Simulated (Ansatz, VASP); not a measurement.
# La4ZrO in VASP and in Ansatz

```
La Zr O
1.0
     0.00000    5.10959    5.10959
     5.10959    0.00000    5.10959
     5.10959    5.10959    0.00000
La Zr O
4 1 1
Direct
  0.37838 0.86487 0.37838
  0.37838 0.37838 0.37838
  0.86487 0.37838 0.37838
  0.37838 0.37838 0.86487
  0.00000 0.00000 0.00000
  0.25000 0.25000 0.25000
```

Alike in both runs: functional PBE; k mesh 6 × 6 × 6; occupations gaussian, width 0.1 eV; collinear spin.

Ansatz relaxed the structure, and its values are those at the end. VASP's run is a single point on that final structure, the one shown.

```csv
,VASP,Ansatz
version,VASP 6.6.1,Ansatz 0.2.0
potentials or method,"VASP PAW PBE potentials, release 64 (La, Zr_sv, O), cutoff 520 eV","scalar-relativistic, plane waves, PAW"
valence electrons in the cell,62,62
```

VASP gave:

* gap on the k mesh at the Fermi level (eV): none
* pressure (GPa): 0.0
* rms of the force components (eV/Å): 0.016
* net moment per atom (μB): 0.15
* size of the moment on the site where the two differ most (μB): 1.31

Q: What did Ansatz give for the same quantities?

A: gap on the k mesh at the Fermi level (eV): none; pressure (GPa): 0.0; rms of the force components (eV/Å): 0.002; net moment per atom (μB): 0.15; size of the moment on the site where the two differ most (μB): 2.05.

Site moments also hang on the region over which each program counts them. A gap of «none» marks a metal or a gap that the smearing closes. Ansatz's warnings: given moment on shells.

Spin-orbit coupling is off throughout.
